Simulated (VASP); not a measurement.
Cd:

```
CELL_PARAMETERS angstrom
2.48954 0.00000 0.00000
0.00000 2.60781 0.00000
0.00000 0.00000 6.11228
ATOMIC_POSITIONS crystal
Cd 0.50000 0.50000 0.50000
```

| Item | Value |
| --- | --- |
| Program | VASP 6.6.1 |
| Task | relaxation of cell and atoms |
| Functional | PBE |
| Potentials or basis | VASP PAW PBE potentials, release 64 (Cd) |
| Cutoff | 600 eV |
| k mesh | 8 × 6 × 4 |
| Occupations | gaussian, width 0.1 eV |
| Spin | no spin polarisation |

At the start: pressure 10.5 GPa; volume 39.68 Å³/atom.

Problem. How do energy, volume and symmetry change on relaxing?

Solution. Over 34 steps the energy falls by 790.0 meV/atom and the volume is 27.56 Å³/atom (-30.5 %); space group Pmmm (No. 47, to 0.05 Å).

Step by step:
```tsv
step	energy change (eV)	largest force (eV/Å)	pressure (GPa)	volume (Å³)
1	0.0000	0.0000	10.49	39.68
2	-0.4536	0.0000	-0.83	55.84
3	-0.4637	0.0000	0.85	50.96
4	-0.4698	0.0000	-0.04	52.99
5	-0.4700	0.0000	0.08	52.66
6	-0.4698	0.0000	0.20	52.38
7	-0.4748	0.0000	0.06	52.72
8	-0.4771	0.0000	0.25	52.89
9	-0.4840	0.0000	0.43	53.22
10	-0.4816	0.0000	-0.19	53.82
11	-0.4859	0.0000	0.20	53.51
12	-0.4860	0.0000	0.26	53.47
13	-0.4878	0.0000	-0.22	54.61
14	-0.4880	0.0000	-0.10	54.34
15	-0.4890	0.0000	-0.16	54.13
16	-0.4890	0.0000	-0.17	54.13
17	-0.4897	0.0000	-0.08	53.45
18	-0.4903	0.0000	0.13	52.03
19	-0.4906	0.0000	0.13	51.85
20	-0.4915	0.0000	0.13	51.28
21	-0.4936	0.0000	0.13	50.16
22	-0.4990	0.0000	0.07	47.93
23	-0.5178	0.0000	-0.14	43.49
24	-0.6297	0.0000	-0.96	34.74
25	2.4325	0.0000	99.02	17.79
26	-0.6371	0.0000	-0.97	34.35
27	-0.7379	0.0000	2.02	25.98
28	-0.7211	0.0000	-1.17	30.46
29	-0.7633	0.0000	-0.34	28.22
30	-0.7650	0.0000	0.19	27.65
31	-0.7896	0.0000	-0.23	27.75
32	-0.7898	0.0000	-0.27	27.76
33	-0.7898	0.0000	-0.27	27.76
34	-0.7900	0.0000	-0.04	27.56
```

Final structure:
```
Cd
1.0
     2.91652    0.00000    0.00000
     0.00000    2.97569    0.00000
     0.00000    0.00000    3.17589
Cd
1
Direct
  0.50000 0.50000 0.50000
```

Caveat: the k points lie up to 0.49 Å⁻¹ apart in the final cell; the volume moved by over 15 % at a fixed basis, so the end points are rough.
